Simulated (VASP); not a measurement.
# ZrS2 (P-3m1) in VASP: a series of runs

Runs on ZrS2. Level: PBE. Tasks: relaxation of the atoms.

Everything below comes from runs of VASP 6.6.1. Logs are shortened: lines on timing, memory, paths and dates and some standing lists are left out, and cuts for length are marked.

**1. The cell of the first run**

The structure is trigonal, space group P-3m1 (No. 164). The conventional cell has a = 3.685 Å, b = 3.685 Å, c = 6.893 Å, α = 90.00°, β = 90.00°, γ = 120.00°. Within 3.4 Å of Zr (site symmetry -3m) lie 6 S at 2.58 Å. Within 3.4 Å of S (site symmetry 3m) lie 3 Zr at 2.58 Å.

**2. Relaxation of the atoms, PBE (strain along c alone, the other axes held: +2.0 %)**

File INCAR:

```
SYSTEM = ZrS2
ALGO     = Normal         ! electronic algorithm
EDIFF    = 1E-7           ! SCF threshold, eV
EDIFFG   = -0.008         ! ionic threshold
ENCUT    = 450            ! plane-wave cutoff, eV
GGA      = PE             ! functional
GGA_COMPAT= .False.      
IBRION   = 2              ! ionic algorithm
ISIF     = 2              ! what is computed and relaxed
ISMEAR   = 0              ! smearing method
LASPH    = .True.         ! aspherical terms in the spheres
LCHARG   = .False.        ! write CHGCAR
LREAL    = .False.        ! projectors in reciprocal space
LWAVE    = .False.        ! write WAVECAR
NELM     = 120            ! most SCF steps
NELMIN   = 4            
NSW      = 60             ! ionic steps
PREC     = Accurate       ! precision mode
SIGMA    = 0.02           ! smearing width, eV
```

File KPOINTS:

```
k-points
0
Gamma
  12 12 4
  0 0 0
```

File POSCAR:

```
ZrS2
1.0
    3.6852083125      0.0000000000      0.0000000000
   -1.8426041563      3.1914840169      0.0000000000
    0.0000000000      0.0000000000      6.8930664017
Zr S
1 2
Direct
    0.0000000000      0.0000000000      0.0000000000
    0.6666666667      0.3333333333      0.7878329835
    0.3333333333      0.6666666667      0.2121670165
```

Potentials or basis: VASP PAW PBE potentials, release 64 (Zr_sv, S).

On the command line:

```
$ cat potpaw_PBE.64/Zr_sv/POTCAR potpaw_PBE.64/S/POTCAR > POTCAR
$ mpirun -np 1 vasp_std > vasp.out
```

OUTCAR:

```text
SYSTEM = ZrS2
   EDIFF = 1E-7
   EDIFFG = -0.008
   ENCUT = 450
   GGA = PE
   IBRION = 2
   ISIF = 2
   ISMEAR = 0
   LASPH = .True.
   LREAL = .False.
   NELM = 120
   NELMIN = 4
   NSW = 60
   PREC = Accurate

 ion  position               nearest neighbor table
   1  0.000  0.000  0.000-   2 2.58   3 2.58   2 2.58   3 2.58   2 2.58   3 2.58
   2  0.667  0.333  0.788-   1 2.58   1 2.58   1 2.58
   3  0.333  0.667  0.212-   1 2.58   1 2.58   1 2.58

  LATTYP: Found a hexagonal cell.
 ALAT       =     3.6852083125
 C/A-ratio  =     1.8704685915

  Lattice vectors:

 A1 = (   3.6852083125,   0.0000000000,   0.0000000000)
 A2 = (  -1.8426041563,   3.1914840169,   0.0000000000)
 A3 = (   0.0000000000,   0.0000000000,   6.8930664017)

Analysis of symmetry for initial positions (statically):
=====================================================================
 Subroutine PRICEL returns:
 Original cell was already a primitive cell.

 Routine SETGRP: Setting up the symmetry group for a
 hexagonal supercell.

 Subroutine GETGRP returns: Found 12 space group operations
 (whereof 12 operations were pure point group operations)
 out of a pool of 24 trial point group operations.

The static configuration has the point symmetry D_3d.

Analysis of symmetry for dynamics (positions and initial velocities):
=====================================================================
 Subroutine PRICEL returns:
 Original cell was already a primitive cell.

 Routine SETGRP: Setting up the symmetry group for a
 hexagonal supercell.

 Subroutine GETGRP returns: Found 12 space group operations
 (whereof 12 operations were pure point group operations)
 out of a pool of 24 trial point group operations.

The dynamic configuration has the point symmetry D_3d.

 Subroutine INISYM returns: Found 12 space group operations
 (whereof 12 operations are pure point group operations),
 and found     1 'primitive' translations

----------------------------------------------------------------------------------------

                                     Primitive cell

  volume of cell :      81.0713

  direct lattice vectors                    reciprocal lattice vectors
     3.685208312  0.000000000  0.000000000     0.271355081  0.156666929  0.000000000
    -1.842604156  3.191484017  0.000000000     0.000000000  0.313333858  0.000000000
     0.000000000  0.000000000  6.893066402     0.000000000  0.000000000  0.145073316

  length of vectors
     3.685208312  3.685208313  6.893066402     0.313333858  0.313333858  0.145073316

  position of ions in fractional coordinates (direct lattice)
     0.000000000  0.000000000  0.000000000
     0.666666667  0.333333333  0.787832984
     0.333333333  0.666666667  0.212167016

  ion indices of the primitive-cell ions
   primitive index   ion index
                 1           1
                 2           2
                 3           3

----------------------------------------------------------------------------------------

 KPOINTS: k-points

Automatic generation of k-mesh.
 Grid dimensions read from file:
 generate k-points for:   12   12    4

 Generating k-lattice:

  Cartesian coordinates                     Fractional coordinates (reciprocal lattice)
     0.022612923  0.013055577  0.000000000     0.083333333 -0.000000000  0.000000000
     0.000000000  0.026111155  0.000000000     0.000000000  0.083333333  0.000000000
     0.000000000  0.000000000  0.036268329     0.000000000  0.000000000  0.250000000

  Length of vectors
     0.026111155  0.026111155  0.036268329

  Shift w.r.t. Gamma in fractional coordinates (k-lattice)
     0.000000000  0.000000000  0.000000000

 Subroutine IBZKPT returns following result:
 ===========================================

 Found     69 irreducible k-points:

 Following reciprocal coordinates:
            Coordinates               Weight
  0.000000  0.000000  0.000000      1.000000
  0.083333  0.000000  0.000000      6.000000
  0.166667  0.000000  0.000000      6.000000
  0.250000  0.000000  0.000000      6.000000
  0.333333  0.000000  0.000000      6.000000
  0.416667  0.000000  0.000000      6.000000
[... 16 lines left out ...]
  0.166667  0.000000  0.250000      6.000000
  0.000000  0.166667  0.250000      6.000000
 [... further k-points ...]
   k-points           NKPTS =     69   k-points in BZ     NKDIM =     69   number of bands    NBANDS=     16
   number of dos      NEDOS =    301   number of ions     NIONS =      3
   total plane-waves  NPLWV =  37632
   dimension x,y,z NGX =    28 NGY =   28 NGZ =   48
   dimension x,y,z NGXF=    56 NGYF=   56 NGZF=   96
   ions per type =               1   2
   NGX,Y,Z   is equivalent  to a cutoff of  12.63, 12.63, 11.58 a.u.
   NGXF,Y,Z  is equivalent  to a cutoff of  25.26, 25.26, 23.15 a.u.
 SYSTEM =  ZrS2
   PREC   = accura    normal or accurate (medium, high low for compatibility)
   ISTART =      0    job   : 0-new  1-cont  2-samecut
   ICHARG =      2    charge: 1-file 2-atom 10-const
   ISPIN  =      1    spin polarized calculation?
   LNONCOLLINEAR =      F non collinear calculations
   LSORBIT =      F    spin-orbit coupling
   LASPH  =      T    aspherical Exc in radial PAW
   ENCUT  =  450.0 eV  33.07 Ry    5.75 a.u.   6.37  6.37 11.92*2*pi/ulx,y,z
   NELM   =    120;   NELMIN=  4; NELMDL= -5     # of ELM steps
   EDIFF  = 0.1E-06   stopping-criterion for ELM
   LREAL  =      F    real-space projection
   EDIFFG = -.8E-02   stopping-criterion for IOM
   NSW    =     60    number of steps for IOM
   IBRION =      2    ionic relax: 0-MD 1-quasi-New 2-CG
   NFREE  =      1    steps in history (QN), initial steepest desc. (CG)
   ISIF   =      2    stress and relaxation
   ISYM   =      2    0-nonsym 1-usesym 2-fastsym
   POTIM  = 0.5000    time-step for ionic-motion
   TEBEG  =    0.0;   TEEND  =   0.0 temperature during run
   PSTRESS=    0.0 pullay stress
   NELECT =      24.0000    total number of electrons
   NUPDOWN=      -1.0000    fix difference up-down
   EMIN   =  10.00;   EMAX   =-10.00  energy-range for DOS
   EFERMI =   0.00;   METHOD = LEGACY
   ISMEAR =     0;   SIGMA  =   0.02  broadening in eV -4-tet -1-fermi 0-gaus
   EFERMI_NEDOS =   21; number of points for ismear=-14 and -15
   IALGO  =     38    algorithm
   IMIX   =      4    mixing-type and parameters
     AMIX     =   0.40;   BMIX     =  1.00
     AMIX_MAG =   1.60;   BMIX_MAG =  1.00
  volume/ion in A,a.u.               =      27.02       182.37
  Fermi-wavevector in a.u.,A,eV,Ry     =   1.091079  2.061840 16.197101  1.190453
  Thomas-Fermi vector in A             =   2.227317
   LORBIT       =      0    0 simple, 1 ext, 2 COOP (PROOUT), +10 PAW based schemes
   GGA     = PE    functional components
   LHFCALC =     F    Hartree Fock is set to
   AEXX    =    0.0000 exact exchange contribution
   IVDW    =     0    specifies the selected vdW correction
   LEPSILON=     F    determine dielectric tensor
   LRPA    =     F    only Hartree local field effects (RPA)
 conjugate gradient relaxation of ions
 non-spin polarized calculation
 Gauss-broadening in eV      SIGMA  =   0.02
  energy-cutoff  :      450.00
  volume of cell :       81.07
 maximum number of plane-waves:      1799
 NGX is ok and might be reduce to    28
   NGX = 13   NGY = 13   NGZ = 23

--------------------------------------- Ionic step        1  -------------------------------------------

 number of electron      24.0000001 magnetization

 Free energy of the ion-electron system (eV)
  ---------------------------------------------------
  ext. energy  EPLUGINS =         0.00000000
  ---------------------------------------------------
  free energy    TOTEN  =       -21.44050400 eV

  energy without entropy =      -21.44050400  energy(sigma->0) =      -21.44050400

------------------------ aborting loop because EDIFF is reached ----------------------------------------

  FORCE on cell =-STRESS in cart. coord.  units (eV):
  Direction    XX          YY          ZZ          XY          YZ          ZX
  --------------------------------------------------------------------------------------
  -------------------------------------------------------------------------------------
  Total       -0.2779542     -0.2779542     -0.4529766      0.0000000      0.0000000      0.0000000
  in kB       -5.4930893     -5.4930893     -8.9519816      0.0000000      0.0000000      0.0000000
  external PRESSURE =      -6.6460534 kB  Pullay stress =       0.0000000 kB
[... 59 lines left out ...]
  energy  without entropy=      -21.4419645848  energy(sigma->0) =      -21.44196458

--------------------------------------- Ionic step        3  -------------------------------------------

 number of electron      24.0000000 magnetization

 Free energy of the ion-electron system (eV)
  ---------------------------------------------------
  ext. energy  EPLUGINS =         0.00000000
  ---------------------------------------------------
  free energy    TOTEN  =       -21.44239878 eV

  energy without entropy =      -21.44239878  energy(sigma->0) =      -21.44239878

 E-fermi :   2.9569     XC(G=0):  -8.5223

 val. band max:        2.7522044425   @ k =   0.0000   0.0000   0.0000
 cond. band min:       3.8897700819   @ k =   0.5000   0.0000   0.5000
 fundamental gap:      1.1375656394
 Fermi energy:         2.9569366128

 k-point     1 :       0.0000    0.0000    0.0000
  band No.  band energies     occupation
      1     -46.1455      2.00000
      2     -24.1984      2.00000
      3     -24.0498      2.00000
      4     -24.0498      2.00000
      5      -9.6082      2.00000
      6      -8.4261      2.00000
[... 8 lines left out ...]
     15       5.2549      0.00000
     16       7.9414      0.00000
[... 420 lines left out ...]
  band No.  band energies     occupation
      1     -46.1411      2.00000
      2     -24.1850      2.00000
      3     -24.1127      2.00000
      4     -24.0634      2.00000
      5      -9.3306      2.00000
      6      -8.4921      2.00000
[... 8 lines left out ...]
     15       5.7790      0.00000
     16       7.2150      0.00000

 [... further k-points ...]

------------------------ aborting loop because EDIFF is reached ----------------------------------------

  FORCE on cell =-STRESS in cart. coord.  units (eV):
  Direction    XX          YY          ZZ          XY          YZ          ZX
  --------------------------------------------------------------------------------------
  -------------------------------------------------------------------------------------
  Total       -0.0401282     -0.0401282     -0.0462318      0.0000000      0.0000000      0.0000000
  in kB       -0.7930355     -0.7930355     -0.9136585      0.0000000      0.0000000      0.0000000
  external PRESSURE =      -0.8332432 kB  Pullay stress =       0.0000000 kB
[... 18 lines left out ...]
  FREE ENERGIE OF THE ION-ELECTRON SYSTEM (eV)
  ---------------------------------------------------
  free  energy   TOTEN  =       -21.4423987760 eV

  energy  without entropy=      -21.4423987760  energy(sigma->0) =      -21.44239878

 reached required accuracy - stopping structural energy minimisation
```

It took 2.3 min on 1 thread of Intel Xeon Platinum 8375C at 2.90GHz (Ice Lake), shared host; peak memory 0.23 GiB.

Results:

```
Free energy                  : -21.4424 eV
Energy gained by relaxing    : 0.6 meV/atom
Ionic steps                  : 3
Pressure after relaxing      : -0.1 GPa
Largest force after relaxing : 0.003 eV/Å
Band gap on the k mesh       : 1.14 eV (least direct gap 1.69 eV)
```

Forces on the atoms (eV/Å):
```
Zr   0.000  0.000  0.000
S    0.000  0.000  0.003
S    0.000  0.000 -0.003
```

Step by step:
| step | energy change (eV) | largest force (eV/Å) | pressure (GPa) |
| --- | --- | --- | --- |
| 1 | 0.0000 | 0.1428 | -0.66 |
| 2 | -0.0015 | 0.0684 | -0.36 |
| 3 | -0.0019 | 0.0031 | -0.08 |

Final structure:
```
CELL_PARAMETERS angstrom
3.68521 0.00000 0.00000
-1.84260 3.19148 0.00000
0.00000 0.00000 6.89307
ATOMIC_POSITIONS crystal
Zr 0.00000 0.00000 0.00000
S 0.66667 0.33333 0.78970
S 0.33333 0.66667 0.21030
```

Caveat: the cell differs from its parent crystal (strain along c alone, the other axes held: +2.0 %); this functional lacks dispersion, which binds the layers, so the pressure and a relaxed spacing across them are unreliable.

**3. Relaxation of the atoms, PBE (strain along c alone, the other axes held: -2.0 %)**

File INCAR:

```
PREC     = Accurate       # precision mode
ENCUT    = 450            # plane-wave cutoff, eV
EDIFF    = 1E-7           # SCF threshold, eV
ISMEAR   = 0              # smearing method
SIGMA    = 0.02           # smearing width, eV
LREAL    = False          # projectors in reciprocal space
LASPH    = True           # aspherical terms in the spheres
NELM     = 120            # most SCF steps
ALGO     = Normal         # electronic algorithm
ISIF     = 2              # what is computed and relaxed
LWAVE    = False          # write WAVECAR
LCHARG   = False          # write CHGCAR
GGA      = PE             # functional
IBRION   = 2              # ionic algorithm
NSW      = 60             # ionic steps
EDIFFG   = -0.008         # ionic threshold
GGA_COMPAT= False        
NELMIN   = 4
```

File KPOINTS:

```
Automatic mesh
0
Gamma
  12 12 4
```

File POSCAR:

```
ZrS2
1.0
    3.6852083125      0.0000000000      0.0000000000
   -1.8426041563      3.1914840169      0.0000000000
    0.0000000000      0.0000000000      6.6227500723
Zr S
1 2
Direct
    0.0000000000      0.0000000000      0.0000000000
    0.6666666667      0.3333333333      0.7835681978
    0.3333333333      0.6666666667      0.2164318022
```

Potentials or basis: VASP PAW PBE potentials, release 64 (Zr_sv, S).

On the command line:

```
$ cat potpaw_PBE.64/Zr_sv/POTCAR potpaw_PBE.64/S/POTCAR > POTCAR
$ mpirun -np 1 vasp_std > vasp.out
```

OUTCAR:

```text
PREC = Accurate
   ENCUT = 450
   EDIFF = 1E-7
   ISMEAR = 0
   LREAL = False
   LASPH = True
   NELM = 120
   ISIF = 2
   GGA = PE
   IBRION = 2
   NSW = 60
   EDIFFG = -0.008
   NELMIN = 4

 ion  position               nearest neighbor table
   1  0.000  0.000  0.000-   2 2.57   3 2.57   2 2.57   3 2.57   2 2.57   3 2.57
   2  0.667  0.333  0.784-   1 2.57   1 2.57   1 2.57
   3  0.333  0.667  0.216-   1 2.57   1 2.57   1 2.57

  LATTYP: Found a hexagonal cell.
 ALAT       =     3.6852083125
 C/A-ratio  =     1.7971168821

  Lattice vectors:

 A1 = (   3.6852083125,   0.0000000000,   0.0000000000)
 A2 = (  -1.8426041563,   3.1914840169,   0.0000000000)
 A3 = (   0.0000000000,   0.0000000000,   6.6227500723)

Analysis of symmetry for initial positions (statically):
[... 258 lines left out ...]

  energy without entropy =      -21.44222590  energy(sigma->0) =      -21.44222590

 E-fermi :   3.3575     XC(G=0):  -8.7704

 val. band max:        3.1323206421   @ k =   0.0000   0.0000   0.0000
 cond. band min:       4.2520070749   @ k =   0.5000  -0.0000   0.5000
 fundamental gap:      1.1196864328
 Fermi energy:         3.3574511241

 k-point     1 :       0.0000    0.0000    0.0000
  band No.  band energies     occupation
      1     -45.7681      2.00000
      2     -23.8211      2.00000
      3     -23.6726      2.00000
      4     -23.6726      2.00000
      5      -9.2482      2.00000
      6      -8.0325      2.00000
[... 433 lines left out ...]
      3     -23.7355      2.00000
      4     -23.6862      2.00000
      5      -8.9591      2.00000
      6      -8.1167      2.00000
[... 8 lines left out ...]
     15       6.1736      0.00000
     16       7.6125      0.00000

 [... further k-points ...]

------------------------ aborting loop because EDIFF is reached ----------------------------------------

  FORCE on cell =-STRESS in cart. coord.  units (eV):
  Direction    XX          YY          ZZ          XY          YZ          ZX
  --------------------------------------------------------------------------------------
  -------------------------------------------------------------------------------------
  Total       -0.0352797     -0.0352797     -0.0058347      0.0000000      0.0000000      0.0000000
  in kB       -0.7256744     -0.7256744     -0.1200160      0.0000000      0.0000000      0.0000000
  external PRESSURE =      -0.5237883 kB  Pullay stress =       0.0000000 kB
[... 18 lines left out ...]
  FREE ENERGIE OF THE ION-ELECTRON SYSTEM (eV)
  ---------------------------------------------------
  free  energy   TOTEN  =       -21.4422259017 eV

  energy  without entropy=      -21.4422259017  energy(sigma->0) =      -21.44222590

 reached required accuracy - stopping structural energy minimisation
```

CONTCAR:

```text
ZrS2
   1.00000000000000
     3.6852083124999999    0.0000000000000000    0.0000000000000000
    -1.8426041563000000    3.1914840169000001    0.0000000000000000
     0.0000000000000000    0.0000000000000000    6.6227500722999997
  Zr              S
     1     2
Direct
     0.0000000000000000    0.0000000000000000    0.0000000000000000
     0.6666666667000030    0.3333333332999970    0.7811500428411450
     0.3333333332999970    0.6666666667000030    0.2188499571588551

  0.00000000E+00  0.00000000E+00  0.00000000E+00
  0.00000000E+00  0.00000000E+00  0.00000000E+00
  0.00000000E+00  0.00000000E+00  0.00000000E+00
```

Wall time 3.6 min (1 thread of AMD EPYC 7R13, shared host); peak memory 0.2 GiB.

What came out:

- Free energy: -21.4422 eV
- Energy gained by relaxing: 0.9 meV/atom
- Ionic steps: 3
- Pressure after relaxing: -0.1 GPa
- Largest force after relaxing: 0.005 eV/Å
- Band gap on the k mesh: 1.12 eV (least direct gap 1.69 eV)

Forces in eV/Å, atoms in the order of the input:
```
Zr   0.000  0.000  0.000
S    0.000  0.000  0.005
S    0.000  0.000 -0.005
```

The path:
```
step  energy change (eV)  largest force (eV/Å)  pressure (GPa)
   1              0.0000                0.1710            0.71
   2             -0.0021                0.0801            0.32
   3             -0.0026                0.0050           -0.05
```

Final structure:
```yaml
crystal:
  lattice:
    - [3.68521, 0.00000, 0.00000]
    - [-1.84260, 3.19148, 0.00000]
    - [0.00000, 0.00000, 6.62275]
  atoms:
    - { symbol: Zr, position: [0.00000, 0.00000, 0.00000] }
    - { symbol: S, position: [0.66667, 0.33333, 0.78115] }
    - { symbol: S, position: [0.33333, 0.66667, 0.21885] }
```

Caveat: the cell differs from its parent crystal (strain along c alone, the other axes held: -2.0 %); this functional lacks dispersion, which binds the layers, so the pressure and a relaxed spacing across them are unreliable.

(Continued in part 2 of 2.)
